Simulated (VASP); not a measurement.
Write the native input for VASP 6.6.1 that does the following.

```yaml
Task: single point
Functional: PBE
Potentials_or_basis: VASP PAW PBE potentials, release 64 (Sn_d, O)
Cutoff: 520 eV
k_mesh: 10 × 10 × 8
Occupations: gaussian, width 0.02 eV
Spin: no spin polarisation
Dipole_correction: no
Further_INCAR_settings: ALGO = Normal; EDIFF = 1e-06; NBANDS = 28
```

The structure of SnO lies in POSCAR:

```
SnO
1.0
    3.8752052171      0.0000000000      0.0000000000
    0.0000000000      3.8752052171      0.0000000000
    0.0000000000      0.0000000000      5.1987797939
Sn O
2 2
Direct
    0.5000000000      0.0000000000      0.2231457060
    0.0000000000      0.5000000000      0.7768542940
    0.0000000000      0.0000000000      0.0000000000
    0.5000000000      0.5000000000      0.0000000000
```

This cell differs from its parent crystal: volume scaled by 1.03, then relaxed in part.

These files were run (other wordings do the same):

INCAR

```
PREC = Accurate
ENCUT = 520
EDIFF = 1E-6
ISMEAR = 0
SIGMA = 0.02
LREAL = False
LASPH = True
NELM = 60
ALGO = Normal
ISIF = 2
LWAVE = False
LCHARG = False
GGA = PE
NBANDS = 28
```

KPOINTS

```
Automatic mesh
0
Gamma
  10 10 8
```

Potentials or basis: VASP PAW PBE potentials, release 64 (Sn_d, O).

Launch:

```sh
$ cat potpaw_PBE.64/Sn_d/POTCAR potpaw_PBE.64/O/POTCAR > POTCAR
$ mpirun -np 1 vasp_std > vasp.out
```

Results of the run:

```
Pressure               : -0.3 GPa
Largest force          : 0.076 eV/Å
Band gap on the k mesh : 0.70 eV, indirect (least direct gap 1.84 eV)
```

Caveat: spin-orbit coupling is left out, which moves the levels of the heavy elements.

It took 2.8 min on 1 thread of Intel(R) Xeon(R) Platinum 8488C (Sapphire Rapids), on a shared host, peak memory 0.31 GiB.
